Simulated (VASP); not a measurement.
Crystal: PbSe.

```xyz
4
Lattice="4.3084 0.0000 0.0000 -2.1542 3.7312 0.0000 0.0000 0.0000 7.5764" Properties=species:S:1:pos:R:3 pbc="T T T"
Pb    0.0000    0.0000    0.0000
Pb    0.0000    0.0000    3.7882
Se    0.0000    2.4875    1.8941
Se    2.1542    1.2437    5.6823
```

```yaml
Program: VASP 6.6.1
Task: relaxation of cell and atoms
Functional: PBEsol
Potentials_or_basis: VASP PAW PBE potentials, release 64 (Pb_d, Se)
Cutoff: 600 eV
k_mesh: 6 × 6 × 4
Occupations: fermi-dirac, width 0.02 eV
Spin: no spin polarisation
```

At the start: pressure -2.6 GPa; volume 30.45 Å³/atom.

**Question.** Where does the relaxation end?

**Answer.** Over 9 steps the energy falls by 14.6 meV/atom and the volume is 28.74 Å³/atom (-5.6 %); space group P6_3/mmc (No. 194, to 0.1 Å) before and after.

The path:
```csv
step,energy change (eV),largest force (eV/Å),pressure (GPa),volume (Å³)
1,0.0000,0.0000,-2.60,121.80
2,-0.0522,0.0000,0.93,113.29
3,-0.0575,0.0000,-0.02,115.16
4,-0.0575,0.0000,0.05,115.02
5,-0.0581,0.0000,0.04,114.95
6,-0.0585,0.0000,0.07,114.80
7,-0.0585,0.0000,0.08,114.81
8,-0.0585,0.0000,-0.06,115.11
9,-0.0585,0.0000,0.00,114.97
```

Final structure:
```cif
data_structure
_symmetry_space_group_name_H-M 'P 1'
_symmetry_Int_Tables_number 1
_cell_length_a 4.2149
_cell_length_b 4.2149
_cell_length_c 7.4726
_cell_angle_alpha 90.000
_cell_angle_beta 90.000
_cell_angle_gamma 120.000
_cell_volume 114.97
loop_
_atom_site_label
_atom_site_type_symbol
_atom_site_fract_x
_atom_site_fract_y
_atom_site_fract_z
_atom_site_occupancy
Pb1 Pb 0.00000 0.00000 0.00000 1
Pb2 Pb 0.00000 0.00000 0.50000 1
Se1 Se 0.33333 0.66667 0.25000 1
Se2 Se 0.66667 0.33333 0.75000 1
```

Caveat: the PAW data sets were made with another functional, which shifts forces and pressure a little.
